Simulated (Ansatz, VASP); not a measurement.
# BAuCl in VASP and in Ansatz

Contents of INCAR:

```
SYSTEM = BAuCl
  PREC = Accurate
  ENCUT = 600
  EDIFF = 1E-6
  ISMEAR = -1
  SIGMA = 0.1
  LREAL = .False.
  LASPH = .True.
  NELM = 60
  ALGO = Normal
  ISIF = 3
  LWAVE = .False.
  LCHARG = .False.
  GGA = PE
  IBRION = 2
  NSW = 60
  EDIFFG = -0.01
```

KPOINTS

```
Automatic mesh
0
Gamma
  5 5 5
  0 0 0
```

Contents of POSCAR:

```
BAuCl
1.0
    3.8908470000      0.0000000000      0.0000000000
   -1.9454230000      3.3695740000      0.0000000000
    0.0000000000      0.0000000000      3.8031660000
Au Cl B
1 1 1
Direct
    0.6667000000      0.3333000000      0.5000000000
    0.0000000000      0.0000000000      0.0000000000
    0.3333000000      0.6667000000      0.5000000000
```

Input for Ansatz:

```yaml
crystal:
  lattice:
    - [3.890847, 0.0, 0.0]
    - [-1.945423, 3.369574, 0.0]
    - [0.0, 0.0, 3.803166]
  atoms:
    - { symbol: Au, position: [0.6667, 0.3333, 0.5] }
    - { symbol: Cl, position: [0.0, 0.0, 0.0] }
    - { symbol: B, position: [0.3333, 0.6667, 0.5] }
  symmetry: { tolerance: 0.0003 }
kpoints:
  mp_grid: { grid: [5, 5, 5], shift: [0, 0, 0] }
magnetization:
  spin_polarized: false
scf:
  occupations: { method: fermi_dirac }
hamiltonian:
  pseudopotentials: { kind: paw }
  xc: pbe
basis:
  ecutwfc: 420
output:
  forces: true
  stress: true
  eigenvalues: true
relax:
  max_steps: 40
  cell: {}
```

Alike in both runs: task relaxation of cell and atoms; functional PBE; k mesh 5 × 5 × 5; no spin polarisation.

```csv
,VASP,Ansatz
version,VASP 6.6.1,Ansatz 0.2.0
potentials or method,"VASP PAW PBE potentials, release 64 (Au, Cl, B), cutoff 600 eV",PAW plane waves
occupations,"fermi-dirac, width 0.1 eV",fermi-dirac
valence electrons in the cell,21,29
```

|  | VASP | Ansatz | Ansatz less VASP |
| --- | --- | --- | --- |
| gap on the k mesh at the Fermi level, each at its own relaxed structure (eV) | none | none | - |
| relaxed volume (Å³/atom) | 18.56 | 18.61 | +0.043 |
| relaxed cell length with the largest relative difference (Å) | 4.775 | 4.790 | +0.0141 |

A gap of «none» marks a metal or a gap that the smearing closes. VASP's potentials hold 21 valence electrons a cell and Ansatz's 29, so a difference there can come from the potentials and not from the codes. Ansatz's warnings: structure snapped to symmetry.

The k mesh is coarse, so the values compare programs but aren't converged. Neither program's run includes spin-orbit coupling.
